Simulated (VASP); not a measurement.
Here is a VASP 6.6.1 calculation.

INCAR

```
SYSTEM = B3W2
ALGO     = Normal         ! electronic algorithm
EDIFF    = 1E-6           ! SCF threshold, eV
ENCUT    = 520            ! plane-wave cutoff, eV
GGA      = PS             ! functional
ISIF     = 2              ! what is computed and relaxed
ISMEAR   = 1              ! smearing method
LASPH    = .TRUE.         ! aspherical terms in the spheres
LCHARG   = .FALSE.        ! write CHGCAR
LREAL    = .FALSE.        ! projectors in reciprocal space
LWAVE    = .FALSE.        ! write WAVECAR
NBANDS   = 48             ! bands
NELM     = 60             ! most SCF steps
PREC     = Accurate       ! precision mode
SIGMA    = 0.05           ! smearing width, eV
```

The input KPOINTS:

```
k-points
0
G
  7 7 1
  0 0 0
```

Contents of POSCAR:

```
B3W2
1.0
    3.0200014205      0.0000000000      0.0000000000
   -1.5100007102      2.6153979496      0.0000000000
    0.0000000000      0.0000000000     24.1500000000
W B
4 6
Direct
    0.0000000000      0.0000000000      0.3105590062
    0.0000000000      0.0000000000      0.4368530021
    0.0000000000      0.0000000000      0.5631469979
    0.0000000000      0.0000000000      0.6894409938
    0.3333333333      0.6666666666      0.3737060041
    0.6666666667      0.3333333334      0.3737060041
    0.3333333333      0.6666666666      0.5000000000
    0.6666666667      0.3333333334      0.5000000000
    0.3333333333      0.6666666666      0.6262939959
    0.6666666667      0.3333333334      0.6262939959
```

Potentials or basis: VASP PAW PBE potentials, release 64 (W_sv, B).

Command:

```console
$ cat potpaw_PBE.64/W_sv/POTCAR potpaw_PBE.64/B/POTCAR > POTCAR
$ mpirun -np 1 vasp_std > vasp.out
```

(1) Predict the largest force.

(2) Predict the band gap on the k mesh.

## Answers

(1) 1.574 eV/Å.

(2) zero (bands 37 and 38 overlap by 1.62 eV).

Caveat: there is no dipole correction, which matters where the two faces differ; the PAW data sets were made with another functional, which shifts forces and pressure a little; spin-orbit coupling is left out, which moves the levels of the heavy elements.
